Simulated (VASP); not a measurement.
Input of a VASP 6.6.1 run:

File INCAR:

```
  ALGO = Fast
  EDIFF = 1E-6
  ENCUT = 520
  GGA = PE
  ISIF = 2
  ISMEAR = 0
  LASPH = True
  LCHARG = True
  LELF = True
  LREAL = False
  LVHAR = True
  LWAVE = False
  NBANDS = 26
  NELM = 80
  PREC = Accurate
  SIGMA = 0.1
```

The input KPOINTS:

```
k-points
0
Gamma
  18 18 18
```

The input POSCAR:

```
Zn2Ga
1.0
   -1.8254493553      1.8254493553      3.7680470878
    1.8254493553     -1.8254493553      3.7680470878
    1.8254493553      1.8254493553     -3.7680470878
Zn Ga
2 1
Direct
    0.6655072407      0.6655072407      0.0000000000
    0.3344927593      0.3344927593      0.0000000000
    0.0000000000      0.0000000000      0.0000000000
```

Potentials or basis: VASP PAW PBE potentials, release 64 (Zn, Ga_d).

Launch:

```sh
$ cat potpaw_PBE.64/Zn/POTCAR potpaw_PBE.64/Ga_d/POTCAR > POTCAR
$ mpirun -np 1 vasp_std > vasp.out
```

(1) What does it give for the band gap on the k mesh?

(2) Estimate the pressure.

Answers

(1) zero (an odd number of electrons rules out a gap without spin polarisation).

(2) 0.2 GPa.
